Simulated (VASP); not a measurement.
A run of VASP 6.6.1 is set up as follows.

The input INCAR:

```
PREC = Accurate ; ENCUT = 520
EDIFF = 1E-7 ; ISMEAR = 0
SIGMA = 0.1 ; LREAL = F
LASPH = T ; NELM = 150
ALGO = Normal ; ISIF = 2
LWAVE = F ; LCHARG = F
ISPIN = 2 ; MAGMOM = 0.98 0 0 0
LORBIT = 11 ; LMAXMIX = 4
GGA = PE ; NBANDS = 28
```

The input KPOINTS:

```
regular mesh
0
Gamma
  12 12 12
```

File POSCAR:

```
TaF3
1.0
    4.1646074282      0.0000000000      0.0000000000
    0.0000000000      4.1646074282      0.0000000000
    0.0000000000      0.0000000000      4.1646074282
Ta F
1 3
Direct
    0.5000000000      0.5000000000      0.5000000000
    0.0000000000      0.5000000000      0.5000000000
    0.5000000000      0.0000000000      0.5000000000
    0.5000000000      0.5000000000      0.0000000000
```

Potentials or basis: VASP PAW PBE potentials, release 64 (Ta_pv, F).

Run with:

```bash
$ cat potpaw_PBE.64/Ta_pv/POTCAR potpaw_PBE.64/F/POTCAR > POTCAR
$ mpirun -np 1 vasp_std > vasp.out
```

Q: Estimate the site moments.

A: Ta +1.54; F +0.02 μB.

Q: What does it give for the band gap on the k mesh?

A: Zero (filled and empty bands overlap).

Q: What does it give for the pressure?

A: 0.0 GPa.

Q: Estimate the net moment.

A: 2.00 μB per cell.

Caveat: spin-orbit coupling is left out, which moves the levels of the heavy elements.
